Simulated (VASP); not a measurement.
# BC7 (Fm-3m) in VASP: single point with PBE

Aim: the single point of BC7 with PBE.

All numbers are computed with VASP 6.6.1; they aren't measurements. Logs are shortened: lines on timing, memory, paths and dates and some standing lists are left out, and cuts for length are marked.

### 1 The cell of the first run

Symmetry: Fm-3m, No. 225, cubic system. Conventional cell: a = 7.159 Å, b = 7.159 Å, c = 7.159 Å, α = 90.00°, β = 90.00°, γ = 90.00°. B (site symmetry m-3m) has 12 C at 2.53 Å within 3.3 Å. C (site symmetry m-3m) has 12 C at 2.53 Å within 3.3 Å. Within 3.3 Å of C (site symmetry mmm) lie 2 B at 2.53 Å and 10 C at 2.53 Å.

### 2 Single point, PBE

Input file INCAR:

```
SYSTEM = BC7
ALGO     = Normal         ! electronic algorithm
EDIFF    = 1E-6           ! SCF threshold, eV
ENCUT    = 520            ! plane-wave cutoff, eV
GGA      = PE             ! functional
ISIF     = 2              ! what is computed and relaxed
ISMEAR   = 0              ! smearing method
LASPH    = .TRUE.         ! aspherical terms in the spheres
LCHARG   = .FALSE.        ! write CHGCAR
LREAL    = .FALSE.        ! projectors in reciprocal space
LWAVE    = .FALSE.        ! write WAVECAR
NBANDS   = 26             ! bands
NELM     = 60             ! most SCF steps
PREC     = Accurate       ! precision mode
SIGMA    = 0.1            ! smearing width, eV
```

Input file KPOINTS:

```
k-points
0
G
  4 4 4
  0 0 0
```

Input file POSCAR:

```
BC7
1.0
    0.0000000000      3.5793651400      3.5793651400
    3.5793651400      0.0000000000      3.5793651400
    3.5793651400      3.5793651400      0.0000000000
B C
1 7
Direct
    0.0000000000      0.0000000000      0.0000000000
    0.5000000000      0.5000000000      0.5000000000
    0.5000000000      0.0000000000      0.0000000000
    0.5000000000      0.0000000000      0.5000000000
    0.0000000000      0.5000000000      0.5000000000
    0.0000000000      0.5000000000      0.0000000000
    0.5000000000      0.5000000000      0.0000000000
    0.0000000000      0.0000000000      0.5000000000
```

Potentials or basis: VASP PAW PBE potentials, release 64 (B, C).

Launch:

```sh
$ cat potpaw_PBE.64/B/POTCAR potpaw_PBE.64/C/POTCAR > POTCAR
$ mpirun -np 1 vasp_std > vasp.out
```

OUTCAR:

```text
SYSTEM = BC7
   EDIFF = 1E-6
   ENCUT = 520
   GGA = PE
   ISIF = 2
   ISMEAR = 0
   LASPH = .TRUE.
   LREAL = .FALSE.
   NELM = 60
   PREC = Accurate

 ion  position               nearest neighbor table
   1  0.000  0.000  0.000-
   2  0.500  0.500  0.500-
   3  0.500  0.000  0.000-
   4  0.500  0.000  0.500-
   5  0.000  0.500  0.500-
   6  0.000  0.500  0.000-
   7  0.500  0.500  0.000-
   8  0.000  0.000  0.500-

  LATTYP: Found a face centered cubic cell.
 ALAT       =     7.1587302800

  Lattice vectors:

 A1 = (   0.0000000000,   3.5793651400,   3.5793651400)
 A2 = (   3.5793651400,   0.0000000000,   3.5793651400)
 A3 = (   3.5793651400,   3.5793651400,   0.0000000000)

Analysis of symmetry for initial positions (statically):
=====================================================================
 Subroutine PRICEL returns:
 Original cell was already a primitive cell.

 Routine SETGRP: Setting up the symmetry group for a
 face centered cubic supercell.

 Subroutine GETGRP returns: Found 48 space group operations
 (whereof 48 operations were pure point group operations)
 out of a pool of 48 trial point group operations.

The static configuration has the point symmetry O_h .

Analysis of symmetry for dynamics (positions and initial velocities):
=====================================================================
 Subroutine PRICEL returns:
 Original cell was already a primitive cell.

 Routine SETGRP: Setting up the symmetry group for a
 face centered cubic supercell.

 Subroutine GETGRP returns: Found 48 space group operations
 (whereof 48 operations were pure point group operations)
 out of a pool of 48 trial point group operations.

The dynamic configuration has the point symmetry O_h .

 Subroutine INISYM returns: Found 48 space group operations
 (whereof 48 operations are pure point group operations),
 and found     1 'primitive' translations

----------------------------------------------------------------------------------------

                                     Primitive cell

  volume of cell :      91.7166

  direct lattice vectors                    reciprocal lattice vectors
     0.000000000  3.579365140  3.579365140    -0.139689576  0.139689576  0.139689576
     3.579365140  0.000000000  3.579365140     0.139689576 -0.139689576  0.139689576
     3.579365140  3.579365140  0.000000000     0.139689576  0.139689576 -0.139689576

  length of vectors
     5.061986726  5.061986726  5.061986726     0.241949444  0.241949444  0.241949444

  position of ions in fractional coordinates (direct lattice)
     0.000000000  0.000000000  0.000000000
     0.500000000  0.500000000  0.500000000
     0.500000000  0.000000000  0.000000000
     0.500000000  0.000000000  0.500000000
     0.000000000  0.500000000  0.500000000
     0.000000000  0.500000000  0.000000000
     0.500000000  0.500000000  0.000000000
     0.000000000  0.000000000  0.500000000

  ion indices of the primitive-cell ions
   primitive index   ion index
                 1           1
                 2           2
                 3           3
                 4           4
                 5           5
                 6           6
                 7           7
                 8           8

----------------------------------------------------------------------------------------

 KPOINTS: k-points

Automatic generation of k-mesh.
 Grid dimensions read from file:
 generate k-points for:    4    4    4

 Generating k-lattice:

  Cartesian coordinates                     Fractional coordinates (reciprocal lattice)
    -0.034922394  0.034922394  0.034922394     0.250000000  0.000000000  0.000000000
     0.034922394 -0.034922394  0.034922394     0.000000000  0.250000000  0.000000000
     0.034922394  0.034922394 -0.034922394     0.000000000  0.000000000  0.250000000

  Length of vectors
     0.060487361  0.060487361  0.060487361

  Shift w.r.t. Gamma in fractional coordinates (k-lattice)
     0.000000000  0.000000000  0.000000000

 Subroutine IBZKPT returns following result:
 ===========================================

 Found      8 irreducible k-points:

 Following reciprocal coordinates:
            Coordinates               Weight
  0.000000  0.000000  0.000000      1.000000
  0.250000  0.000000  0.000000      8.000000
  0.500000  0.000000  0.000000      4.000000
  0.250000  0.250000  0.000000      6.000000
  0.500000  0.250000  0.000000     24.000000
 -0.250000  0.250000  0.000000     12.000000
  0.500000  0.500000  0.000000      3.000000
 -0.250000  0.500000  0.250000      6.000000
   k-points           NKPTS =      8   k-points in BZ     NKDIM =      8   number of bands    NBANDS=     26
   number of dos      NEDOS =    301   number of ions     NIONS =      8
   total plane-waves  NPLWV =  64000
   dimension x,y,z NGX =    40 NGY =   40 NGZ =   40
   dimension x,y,z NGXF=    80 NGYF=   80 NGZF=   80
   ions per type =               1   7
   NGX,Y,Z   is equivalent  to a cutoff of  13.14, 13.14, 13.14 a.u.
   NGXF,Y,Z  is equivalent  to a cutoff of  26.27, 26.27, 26.27 a.u.
 SYSTEM =  BC7
   PREC   = accura    normal or accurate (medium, high low for compatibility)
   ISTART =      0    job   : 0-new  1-cont  2-samecut
   ICHARG =      2    charge: 1-file 2-atom 10-const
   ISPIN  =      1    spin polarized calculation?
   LNONCOLLINEAR =      F non collinear calculations
   LSORBIT =      F    spin-orbit coupling
   LASPH  =      T    aspherical Exc in radial PAW
   ENCUT  =  520.0 eV  38.22 Ry    6.18 a.u.   9.41  9.41  9.41*2*pi/ulx,y,z
   NELM   =     60;   NELMIN=  2; NELMDL= -5     # of ELM steps
   EDIFF  = 0.1E-05   stopping-criterion for ELM
   LREAL  =      F    real-space projection
   EDIFFG = 0.1E-04   stopping-criterion for IOM
   NSW    =      0    number of steps for IOM
   IBRION =     -1    ionic relax: 0-MD 1-quasi-New 2-CG
   NFREE  =      0    steps in history (QN), initial steepest desc. (CG)
   ISIF   =      2    stress and relaxation
   ISYM   =      2    0-nonsym 1-usesym 2-fastsym
   POTIM  = 0.5000    time-step for ionic-motion
   TEBEG  =    0.0;   TEEND  =   0.0 temperature during run
   PSTRESS=    0.0 pullay stress
   NELECT =      31.0000    total number of electrons
   NUPDOWN=      -1.0000    fix difference up-down
   EMIN   =  10.00;   EMAX   =-10.00  energy-range for DOS
   EFERMI =   0.00;   METHOD = LEGACY
   ISMEAR =     0;   SIGMA  =   0.10  broadening in eV -4-tet -1-fermi 0-gaus
   EFERMI_NEDOS =   21; number of points for ismear=-14 and -15
   IALGO  =     38    algorithm
   IMIX   =      4    mixing-type and parameters
     AMIX     =   0.40;   BMIX     =  1.00
     AMIX_MAG =   1.60;   BMIX_MAG =  1.00
  volume/ion in A,a.u.               =      11.46        77.37
  Fermi-wavevector in a.u.,A,eV,Ry     =   1.140371  2.154988 17.693634  1.300445
  Thomas-Fermi vector in A             =   2.277073
   LORBIT       =      0    0 simple, 1 ext, 2 COOP (PROOUT), +10 PAW based schemes
   GGA     = PE    functional components
   LHFCALC =     F    Hartree Fock is set to
   AEXX    =    0.0000 exact exchange contribution
   IVDW    =     0    specifies the selected vdW correction
   LEPSILON=     F    determine dielectric tensor
   LRPA    =     F    only Hartree local field effects (RPA)
 non-spin polarized calculation
 Gauss-broadening in eV      SIGMA  =   0.10
  energy-cutoff  :      520.00
  volume of cell :       91.72
 maximum number of plane-waves:      2488
 NGX is ok and might be reduce to    40
   NGX = 19   NGY = 19   NGZ = 19

 number of electron      31.0000001 magnetization

 Free energy of the ion-electron system (eV)
  ---------------------------------------------------
  ext. energy  EPLUGINS =         0.00000000
  ---------------------------------------------------
  free energy    TOTEN  =       -33.07921403 eV

  energy without entropy =      -33.05188215  energy(sigma->0) =      -33.06554809

 E-fermi :   2.7871     XC(G=0): -10.5728

 val. band max:        2.6920693354   @ k =   0.5000   0.2500   0.0000
 cond. band min:       2.7907641437   @ k =  -0.2500   0.2500   0.0000
 fundamental gap:      0.0986948083
 Fermi energy:         2.7870642082

 k-point     1 :       0.0000    0.0000    0.0000
  band No.  band energies     occupation
      1     -11.0430      2.00000
      2      -5.7748      2.00000
      3      -5.7748      2.00000
      4      -5.7748      2.00000
      5      -4.8604      2.00000
      6      -3.6794      2.00000
[... 18 lines left out ...]
     25       6.7357      0.00000
     26       6.7432      0.00000

 k-point     2 :       0.2500    0.0000    0.0000
  band No.  band energies     occupation
      1     -10.6073      2.00000
      2      -7.3074      2.00000
      3      -5.7395      2.00000
      4      -5.7395      2.00000
      5      -5.1829      2.00000
      6      -4.4874      2.00000
[... 18 lines left out ...]
     25       6.2882      0.00000
     26       6.5564      0.00000

 k-point     3 :       0.5000    0.0000    0.0000
  band No.  band energies     occupation
      1      -9.4819      2.00000
      2      -9.1367      2.00000
      3      -5.3773      2.00000
      4      -5.3773      2.00000
      5      -5.3729      2.00000
      6      -5.3729      2.00000
[... 18 lines left out ...]
     25       5.4641      0.00000
     26       5.5561      0.00000

 k-point     4 :       0.2500    0.2500    0.0000
  band No.  band energies     occupation
      1     -10.4624      2.00000
      2      -6.3771      2.00000
      3      -6.3770      2.00000
      4      -6.3770      2.00000
      5      -6.2141      2.00000
      6      -5.1532      2.00000
[... 18 lines left out ...]
     25       6.1989      0.00000
     26       6.6716      0.00000

 k-point     5 :       0.5000    0.2500    0.0000
  band No.  band energies     occupation
      1      -9.4783      2.00000
      2      -8.3407      2.00000
      3      -7.2312      2.00000
      4      -6.4169      2.00000
      5      -5.9307      2.00000
      6      -4.5987      2.00000
[... 18 lines left out ...]
     25       5.5812      0.00000
     26       5.9166      0.00000

 k-point     6 :      -0.2500    0.2500    0.0000
  band No.  band energies     occupation
      1      -9.8941      2.00000
      2      -7.8369      2.00000
      3      -7.4629      2.00000
      4      -5.7464      2.00000
      5      -5.4323      2.00000
      6      -4.8637      2.00000
[... 18 lines left out ...]
     25       5.8049      0.00000
     26       5.8078      0.00000

 k-point     7 :       0.5000    0.5000    0.0000
  band No.  band energies     occupation
      1      -8.9213      2.00000
      2      -8.5904      2.00000
      3      -6.7910      2.00000
      4      -6.7910      2.00000
      5      -6.7902      2.00000
      6      -5.6735      2.00000
[... 18 lines left out ...]
     25       5.8692      0.00000
     26       5.8734      0.00000

 k-point     8 :      -0.2500    0.5000    0.2500
  band No.  band energies     occupation
      1      -8.3689      2.00000
      2      -8.3689      2.00000
      3      -8.3374      2.00000
      4      -7.5928      2.00000
      5      -4.5934      2.00000
      6      -4.5934      2.00000
[... 18 lines left out ...]
     25       5.0618      0.00000
     26       5.3101      0.00000

------------------------ aborting loop because EDIFF is reached ----------------------------------------

  FORCE on cell =-STRESS in cart. coord.  units (eV):
  Direction    XX          YY          ZZ          XY          YZ          ZX
  --------------------------------------------------------------------------------------
  -------------------------------------------------------------------------------------
  Total      -17.0867737    -17.0867737    -17.0867737      0.0000000      0.0000000      0.0000000
  in kB     -298.4850902   -298.4850902   -298.4850902      0.0000000      0.0000000      0.0000000
  external PRESSURE =    -298.4850902 kB  Pullay stress =       0.0000000 kB

 VOLUME and BASIS-vectors are now :
 -----------------------------------------------------------------------------
  energy-cutoff  :      520.00
  volume of cell :       91.72
      direct lattice vectors                 reciprocal lattice vectors
     0.000000000  3.579365140  3.579365140    -0.139689576  0.139689576  0.139689576
     3.579365140  0.000000000  3.579365140     0.139689576 -0.139689576  0.139689576
     3.579365140  3.579365140  0.000000000     0.139689576  0.139689576 -0.139689576

 POSITION                                       TOTAL-FORCE (eV/Angst)
 -----------------------------------------------------------------------------------
      0.00000      0.00000      0.00000        -0.000000      0.000000     -0.000000
      3.57937      3.57937      3.57937         0.000000      0.000000     -0.000000
      0.00000      1.78968      1.78968         0.000000     -0.000000      0.000000
      1.78968      3.57937      1.78968        -0.000000     -0.000000      0.000000
      3.57937      1.78968      1.78968        -0.000000      0.000000     -0.000000
      1.78968      0.00000      1.78968         0.000000     -0.000000      0.000000
      1.78968      1.78968      3.57937        -0.000000      0.000000     -0.000000
      1.78968      1.78968      0.00000         0.000000     -0.000000     -0.000000
 -----------------------------------------------------------------------------------
    total drift:                                0.000000     -0.000000      0.000000

  FREE ENERGIE OF THE ION-ELECTRON SYSTEM (eV)
  ---------------------------------------------------
  free  energy   TOTEN  =       -33.0792140288 eV

  energy  without entropy=      -33.0518821520  energy(sigma->0) =      -33.06554809
```

It took 11 s on 1 thread of Intel Xeon 6975P-C (Granite Rapids), shared host; peak memory 0.22 GiB.

What came out:

```
Free energy : -33.0792 eV
Pressure    : -29.8 GPa
```

Caveat: the k points lie up to 0.38 Å⁻¹ apart.
